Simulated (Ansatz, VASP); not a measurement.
**Pb in VASP and in Ansatz**

The input POSCAR:

```
Pb
1.0
    3.4089596583      0.0000000000      0.0000000000
   -1.7044798292      2.9522456646      0.0000000000
    0.0000000000      0.0000000000      5.4758863477
Pb
2
Direct
    0.6666666667      0.3333333333      0.7500000000
    0.3333333333      0.6666666667      0.2500000000
```

INCAR.step1

```
ALGO = Normal ; EDIFF = 1E-4
ENCUT = 520 ; GGA = PE
ISMEAR = -1 ; LASPH = T
LCHARG = F ; LREAL = F
LWAVE = T ; NBANDS = 21
NELM = 60 ; PREC = Accurate
SIGMA = 0.05
```

The input INCAR.step2:

```
ALGO = Normal ; EDIFF = 1E-6
ENCUT = 520 ; ISIF = 2
ISMEAR = -1 ; ISTART = 1
LASPH = T ; LCHARG = T
LELF = T ; LMIXTAU = T
LREAL = F ; LVHAR = T
LWAVE = F ; METAGGA = R2SCAN
NBANDS = 21 ; NELM = 60
PREC = Accurate ; SIGMA = 0.05
```

KPOINTS

```
k-points
0
Gamma
  9 9 5
```

The input input.yaml:

```yaml
crystal:
  lattice:
    - [3.4089596583, 0.0, 0.0]
    - [-1.7044798292, 2.9522456646, 0.0]
    - [0.0, 0.0, 5.4758863477]
  atoms:
    - { symbol: Pb, position: [0.6666666667, 0.3333333333, 0.75] }
    - { symbol: Pb, position: [0.3333333333, 0.6666666667, 0.25] }
hamiltonian:
  xc: r2scan
  pseudopotentials: { kind: paw }
kpoints:
  mp_grid: { grid: [9, 9, 5] }
scf:
  occupations: { method: fermi_dirac, width: 0.05 }
output:
  forces: true
  stress: true
  eigenvalues: true
```

Alike in both runs: task single point; functional r2SCAN; k mesh 9 × 9 × 5; occupations fermi-dirac, width 0.05 eV; no spin polarisation.

|  | VASP | Ansatz |
| --- | --- | --- |
| version | VASP 6.6.1 | Ansatz 0.2.0 |
| potentials or method | VASP PAW PBE potentials, release 64 (Pb_d) | Ansatz PAW |
| plane-wave cutoff (eV) | 520 | 500 |
| valence electrons in the cell | 28 | 28 |

Ansatz gave:

- gap on the k mesh at the Fermi level (eV): none
- pressure (GPa): 6.9
- traceless stress, the component that is largest in VASP (GPa): 3.39

Task: What did VASP give for the same quantities?

Result: gap on the k mesh at the Fermi level (eV): none; pressure (GPa): 7.0; traceless stress, the component that is largest in VASP (GPa): 3.40.

VASP's potentials were made for PBE, not for r2SCAN. A gap of «none» marks a metal or a gap that the smearing closes. With one functional, cell and mesh, what is left measures potentials, basis and numerics.

Spin-orbit coupling is off throughout.
